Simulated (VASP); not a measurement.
GaS, 8 atoms in the cell. The structure is hexagonal, space group P6_3/mmc (No. 194). Conventional cell: a = 3.585 Å, b = 3.585 Å, c = 15.500 Å, α = 90.00°, β = 90.00°, γ = 120.00°. Within 3.1 Å of Ga (site symmetry 3m) lie 3 S at 2.34 Å and 1 Ga at 2.48 Å. Within 3.1 Å of S (site symmetry 3m) lie 3 Ga at 2.34 Å. 

- Program: VASP 6.6.1
- Task: relaxation of cell and atoms
- Functional: PBE
- Dispersion: D3(BJ)
- Potentials or basis: VASP PAW PBE potentials, release 64 (Ga_d, S)
- Cutoff: 500 eV
- k mesh: 12 × 12 × 2
- Occupations: fermi-dirac, width 0.02 eV
- Spin: no spin polarisation
- Dipole correction: no
- Further INCAR settings: ALGO = Normal; EDIFF = 1e-07; IBRION = 2; EDIFFG = -0.005; NSW = 80; ISIF = 3

Potentials or basis: VASP PAW PBE potentials, release 64 (Ga_d, S).

Command:

```bash
$ cat potpaw_PBE.64/Ga_d/POTCAR potpaw_PBE.64/S/POTCAR > POTCAR
$ mpirun -np 1 vasp_std > vasp.out
```

Hardware: 1 thread of Oxide Virtual Turin-like Processor, on a shared host.

Task: Estimate the wall time of this run.

Result: Run time: 34 min on 1 thread of Oxide Virtual Turin-like Processor, with other jobs on the host, peak memory 0.4 GiB. Counts: scf iterations 62, k points 38, ion steps 7.
